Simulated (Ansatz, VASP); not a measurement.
**Two plane-wave programs on Cu**

Contents of INCAR:

```
SYSTEM = Cu
PREC = Accurate
ENCUT = 520
EDIFF = 1E-7
ISMEAR = -1
SIGMA = 0.1
LREAL = .FALSE.
LASPH = .TRUE.
NELM = 80
ALGO = Normal
ISIF = 2
LWAVE = .FALSE.
LCHARG = .FALSE.
GGA = CA
NBANDS = 24
```

File KPOINTS:

```
regular mesh
0
G
  10 10 15
  0 0 0
```

The input POSCAR:

```
Cu
1.0
    4.1023273447      0.0000000000      0.0000000000
   -2.0511636723      3.5527196951      0.0000000000
    0.0000000000      0.0000000000      2.4627755641
Cu
3
Direct
    1.0000000000      1.0000000000      0.0000000000
    0.3333333333      0.6666666667      0.5000000000
    0.6666666667      0.3333333333      0.5000000000
```

Input for Ansatz:

```yaml
crystal:
  lattice:
    - [4.1023273447, 0.0, 0.0]
    - [-2.0511636723, 3.5527196951, 0.0]
    - [0.0, 0.0, 2.4627755641]
  atoms:
    - { symbol: Cu, position: [1.0, 1.0, 0.0] }
    - { symbol: Cu, position: [0.3333333333, 0.6666666667, 0.5] }
    - { symbol: Cu, position: [0.6666666667, 0.3333333333, 0.5] }
hamiltonian:
  xc: lda
  pseudopotentials:
    kind: paw
    azcp:
      Cu: "pseudopotentials/Cu.paw.azcp"
basis:
  ecutwfc: 420
  fft_grid_basis: typed
kpoints:
  mp_grid: { grid: [10, 10, 15], shift: [0, 0, 0] }
magnetization:
  spin_polarized: false
scf:
  occupations: { method: fermi_dirac, width: 0.1 }
  lower_state_search: "off"
output:
  stress: true
```

Alike in both runs: task single point; functional LDA; k mesh 10 × 10 × 15; occupations fermi-dirac, width 0.1 eV; no spin polarisation.

|  | VASP | Ansatz |
| --- | --- | --- |
| version | VASP 6.6.1 | Ansatz 0.2.0 |
| potentials or method | VASP PAW LDA potentials, release 64 (Cu), cutoff 520 eV | plane waves (420 eV) with PAW, scalar-relativistic |
| valence electrons in the cell | 33 | 57 |

Ansatz gave:

```
pressure (GPa)                                                : -11.5
traceless stress, the component that is largest in VASP (GPa) : 0.16
```

Task: What did VASP give for the same quantities?

Result: Pressure (GPa): -10.6; traceless stress, the component that is largest in VASP (GPa): 0.11.

Ansatz warns that its potentials were made for another functional, while VASP's fit it. LDA's correlation is that of Perdew and Zunger in VASP and of Perdew and Wang (1992) in Ansatz. VASP's potentials hold 33 valence electrons a cell and Ansatz's 57, so a difference there can come from the potentials and not from the codes.
